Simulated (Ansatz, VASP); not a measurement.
# Ge: VASP beside Ansatz

Contents of INCAR:

```
ALGO     = Normal         # electronic algorithm
EDIFF    = 1E-6           # SCF threshold, eV
ENCUT    = 520            # plane-wave cutoff, eV
GGA      = PE             # functional
ISIF     = 2              # what is computed and relaxed
ISMEAR   = -1             # smearing method
LASPH    = True           # aspherical terms in the spheres
LCHARG   = False          # write CHGCAR
LREAL    = False          # projectors in reciprocal space
LWAVE    = False          # write WAVECAR
NBANDS   = 21             # bands
NELM     = 60             # most SCF steps
PREC     = Accurate       # precision mode
SIGMA    = 0.05           # smearing width, eV
```

The input KPOINTS:

```
k-points
0
Gamma
  10 10 10
```

The input POSCAR:

```
Ge
1.0
    0.0000000000      2.8287700000      2.7721946000
    2.8287700000      0.0000000000      2.7721946000
    2.8287700000      2.8287700000      0.0000000000
Ge
2
Direct
    0.5000000000      0.5000000000      0.5000000000
    0.7500000000      0.7500000000      0.7500000000
```

Input for Ansatz:

```yaml
crystal:
  lattice:
    - [0.0, 2.82877, 2.7721946]
    - [2.82877, 0.0, 2.7721946]
    - [2.82877, 2.82877, 0.0]
  atoms:
    - { symbol: Ge, position: [0.5, 0.5, 0.5] }
    - { symbol: Ge, position: [0.75, 0.75, 0.75] }
kpoints:
  mp_grid: { grid: [10, 10, 10] }
  band_path:
    path:
      - [0.0, 0.0, 0.0]
      - [0.0, 0.5, 0.5]
      - [0.25, 0.75, 0.5]
      - [0.0, 0.5, 0.0]
      - [0.0, 0.0, 0.0]
      - [0.5, 0.5, 0.0]
      - [0.3801541025, 0.6198458975, 0.0]
      - [-0.3801541025, 0.3801541025, 0.0]
      - [0.0, 0.0, 0.0]
    npoints: 5
scf:
  occupations: { method: fermi_dirac, width: 0.05 }
hamiltonian:
  xc: pbe
  pseudopotentials: { kind: all_electron, lapw: { basis_error: 0.00025 } }
output:
  forces: true
  stress: true
  eigenvalues: true
```

Change from the starting cell: zz strain of -2 %.

Alike in both runs: task single point; functional PBE; k mesh 10 × 10 × 10; occupations fermi-dirac, width 0.05 eV; no spin polarisation.

|  | VASP | Ansatz |
| --- | --- | --- |
| version | VASP 6.6.1 | Ansatz 0.2.0 |
| potentials or method | VASP PAW PBE potentials, release 64 (Ge_d), cutoff 520 eV | all-electron LAPW, scalar-relativistic |

|  | VASP | Ansatz | Ansatz less VASP |
| --- | --- | --- | --- |
| pressure (GPa) | 5.2 | 5.2 | +0.07 |
| traceless stress, the component that is largest in VASP (GPa) | 0.93 | 0.93 | -0.006 |

Ansatz ran all-electron here, and VASP with PAW potentials.
